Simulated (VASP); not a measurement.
The system is Fe.

```xyz
2
Lattice="-2.2267 2.2267 1.2147 2.2267 -2.2267 1.2147 2.2267 2.2267 -1.2147" Properties=species:S:1:pos:R:3 pbc="T T T"
Fe    0.0000    0.0000    0.0000
Fe    0.0000    2.2267    0.6074
```

* Program: VASP 6.6.1
* Task: relaxation of cell and atoms
* Functional: r2SCAN
* Potentials or basis: VASP PAW PBE potentials, release 64 (Fe)
* Cutoff: 600 eV
* k mesh: 8 × 8 × 8
* Occupations: gaussian, width 0.1 eV
* Spin: collinear spin, ferromagnetic start
* Starting moments: [3.07, 3.07] μB

At the start: pressure 14.1 GPa; volume 12.05 Å³/atom.

**Question.** Where does the relaxation end?

**Answer.** Over 4 steps the energy falls by 44.7 meV/atom and the volume is 13.06 Å³/atom (+8.4 %); space group I4_1/amd (No. 141, to 0.1 Å) before and after; moment 5.63 μB per cell.

Step by step:
| step | energy change (eV) | largest force (eV/Å) | pressure (GPa) | volume (Å³) |
| --- | --- | --- | --- | --- |
| 1 | 0.0000 | 0.0000 | 14.09 | 24.09 |
| 2 | -0.0377 | 0.0000 | -8.58 | 27.97 |
| 3 | -0.0871 | 0.0000 | -0.43 | 26.17 |
| 4 | -0.0894 | 0.0000 | 0.16 | 26.12 |

Final structure:
```cif
data_structure
_symmetry_space_group_name_H-M 'P 1'
_symmetry_Int_Tables_number 1
_cell_length_a 3.4868
_cell_length_b 3.4868
_cell_length_c 3.4868
_cell_angle_alpha 97.098
_cell_angle_beta 97.098
_cell_angle_gamma 138.840
_cell_volume 26.12
loop_
_atom_site_label
_atom_site_type_symbol
_atom_site_fract_x
_atom_site_fract_y
_atom_site_fract_z
_atom_site_occupancy
Fe1 Fe 0.00000 0.00000 0.00000 1
Fe2 Fe 0.75000 0.25000 0.50000 1
```

Caveat: the k points lie up to 0.36 Å⁻¹ apart in the final cell; the PAW data sets were made with another functional, which shifts forces and pressure a little.
